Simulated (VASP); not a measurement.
A run of VASP 6.6.1 is set up as follows.

File INCAR:

```
SYSTEM = Lu3Hf2F
PREC = Accurate
ENCUT = 600
EDIFF = 1E-7
ISMEAR = 0
SIGMA = 0.1
LREAL = .FALSE.
LASPH = .TRUE.
NELM = 100
ALGO = Normal
ISIF = 3
LWAVE = .FALSE.
LCHARG = .FALSE.
GGA = PE
IBRION = 2
NSW = 90
EDIFFG = -0.04
```

File KPOINTS:

```
regular mesh
0
G
  6 6 4
  0 0 0
```

The input POSCAR:

```
Lu3Hf2F
1.0
    5.7497132700      0.0000000000      0.0000000000
   -2.8748566400      4.9793977600      0.0000000000
    0.0000000000      0.0000000000      4.3704399100
Lu Hf F
3 2 1
Direct
    0.5000000000      0.5000000000      0.5000000000
    0.5000000000      0.0000000000      0.5000000000
    0.0000000000      0.5000000000      0.5000000000
    0.6666666700      0.3333333300      0.0000000000
    0.3333333300      0.6666666700      0.0000000000
    0.0000000000      0.0000000000      0.0000000000
```

Potentials or basis: VASP PAW PBE potentials, release 64 (Lu, Hf_pv, F).

The run is started by

```sh
$ cat potpaw_PBE.64/Lu/POTCAR potpaw_PBE.64/Hf_pv/POTCAR potpaw_PBE.64/F/POTCAR > POTCAR
$ mpirun -np 1 vasp_std > vasp.out
```

Q: Estimate the relaxed volume.

A: 28.58 Å³/atom.

Q: What does it give for the relaxed cell?

A: a = 6.087 Å, b = 6.087 Å, c = 5.344 Å, α = 90.00°, β = 90.00°, γ = 120.00°.

Q: Predict the space group after relaxing (to 0.1 Å).

A: P6/mmm (No. 191).

Q: What does it give for the band gap on the k mesh?

A: Zero (bands 51 and 52 overlap by 0.60 eV).

The path:
```csv
step,energy change (eV),largest force (eV/Å),pressure (GPa),volume (Å³)
1,0.0000,0.0000,23.36,125.13
2,-3.2307,0.0000,-2.59,188.31
3,-3.3117,0.0000,-0.20,176.81
4,-3.3124,0.0000,-0.45,177.98
5,-3.3840,0.0000,-0.58,176.57
6,-3.4301,0.0000,-0.65,174.36
7,-3.4303,0.0000,-0.66,174.23
8,-3.4348,0.0000,0.30,170.26
9,-3.4359,0.0000,-0.01,171.47
```

Caveat: the volume moved by over 15 % at a fixed basis, so the end points are rough; spin-orbit coupling is left out, which moves the levels of the heavy elements.
